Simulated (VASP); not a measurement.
Runs of VASP 6.6.1 on La. Symmetry: P6_3/mmc, No. 194, hexagonal system. Conventional cell: a = 3.770 Å, b = 3.770 Å, c = 12.159 Å, α = 90.00°, β = 90.00°, γ = 120.00°. Within 4.9 Å of La (site symmetry -6m2) lie 12 La at 3.74 to 3.77 Å. La (site symmetry -3m) has 12 La at 3.74 to 3.77 Å within 4.9 Å. 

```csv
level,gap on the mesh (eV),pressure (GPa)
PBEsol,none,-2.0
r2SCAN,none,0.2
revPBE,none,(a)
PBE,none,0.1
```

Alike in all rows: task single point; no spin polarisation; cell as given; k mesh 5 × 5 × 2; cutoff (eV) 520; smearing fermi-dirac 0.05 eV.

Question: Fill in the values left out.

Answer: (a) 1.1.

Caveats: all runs use coarse meshes; spin-orbit coupling is left out, which moves the levels of the heavy elements; the PAW data sets were made with another functional, which shifts forces and pressure a little (at least some runs).

A k mesh can miss the band edges, and the runs leave out spin-orbit coupling on La.

A gap of «none» marks levels without a gap at the run's occupations.
